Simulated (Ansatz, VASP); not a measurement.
# One calculation of PdPt3Se8, two programs

INCAR

```
SYSTEM = PdPt3Se8
ALGO = Normal
EDIFF = 1E-6
ENCUT = 500
GGA = PE
GGA_COMPAT = .FALSE.
ISIF = 2
ISMEAR = 0
LASPH = .TRUE.
LCHARG = .TRUE.
LELF = .TRUE.
LREAL = .FALSE.
LVHAR = .TRUE.
LWAVE = .FALSE.
NBANDS = 56
NELM = 120
PREC = Accurate
SIGMA = 0.1
```

The input KPOINTS:

```
k-points
0
G
  6 6 1
  0 0 0
```

The input POSCAR:

```
PdPt3Se8
1.0
    3.7515632375      0.0000000000      0.0000000000
   -1.8757816187      3.2489490676      0.0000000000
    0.0000000000      0.0000000000     25.0014483000
Pd Pt Se
1 3 8
Direct
    0.0000000000      0.0000000000      0.0000000000
    0.0000000000      0.0000000000      0.2446150000
    0.0000000000      0.0000000000      0.5000000000
    0.0000000000      0.0000000000      0.7553850000
    0.3333333333      0.6666666667      0.0520910000
    0.3333333333      0.6666666667      0.2969270000
    0.3333333333      0.6666666667      0.5522660000
    0.3333333333      0.6666666667      0.8076300000
    0.6666666667      0.3333333333      0.1923700000
    0.6666666667      0.3333333333      0.4477340000
    0.6666666667      0.3333333333      0.7030730000
    0.6666666667      0.3333333333      0.9479090000
```

Input for Ansatz:

```yaml
crystal:
  lattice:
    - [3.7515632375, 0.0, 0.0]
    - [-1.8757816187, 3.2489490676, 0.0]
    - [0.0, 0.0, 25.0014483]
  atoms:
    - { symbol: Pd, position: [0.0, 0.0, 0.0] }
    - { symbol: Pt, position: [0.0, 0.0, 0.244615] }
    - { symbol: Pt, position: [0.0, 0.0, 0.5] }
    - { symbol: Pt, position: [0.0, 0.0, 0.755385] }
    - { symbol: Se, position: [0.3333333333, 0.6666666667, 0.052091] }
    - { symbol: Se, position: [0.3333333333, 0.6666666667, 0.296927] }
    - { symbol: Se, position: [0.3333333333, 0.6666666667, 0.552266] }
    - { symbol: Se, position: [0.3333333333, 0.6666666667, 0.80763] }
    - { symbol: Se, position: [0.6666666667, 0.3333333333, 0.19237] }
    - { symbol: Se, position: [0.6666666667, 0.3333333333, 0.447734] }
    - { symbol: Se, position: [0.6666666667, 0.3333333333, 0.703073] }
    - { symbol: Se, position: [0.6666666667, 0.3333333333, 0.947909] }
basis:
  ecutwfc: 420
kpoints:
  mp_grid: { grid: [6, 6, 1] }
hamiltonian:
  xc: pbe
scf:
  occupations: { method: gaussian, width: 0.1 }
  lower_state_search: "off"
output:
  forces: true
  stress: true
  eigenvalues: true
```

Alike in both runs: task single point; functional PBE; k mesh 6 × 6 × 1; occupations gaussian, width 0.1 eV; no spin polarisation.

```csv
,VASP,Ansatz
version,VASP 6.6.1,Ansatz 0.2.0
potentials or method,"VASP PAW PBE potentials, release 64 (Pd, Pt, Se), cutoff 500 eV","scalar-relativistic, plane waves, PAW"
valence electrons in the cell,88,200
```

VASP gave:

| Quantity | Value |
| --- | --- |
| gap on the k mesh at the Fermi level (eV) | 0.75 |
| least direct gap on the mesh (eV) | 0.86 |
| pressure (GPa) | 0.0 |
| rms of the force components (eV/Å) | 0.004 |

Question: Which values does Ansatz return?

Answer: gap on the k mesh at the Fermi level (eV): 0.76; least direct gap on the mesh (eV): 0.86; pressure (GPa): 0.0; rms of the force components (eV/Å): 0.004.

Atom by atom the forces differ by 0.001 eV/Å (rms over components). VASP's potentials hold 88 valence electrons a cell and Ansatz's 200, so a difference there can come from the potentials and not from the codes.

Neither program's run includes spin-orbit coupling.
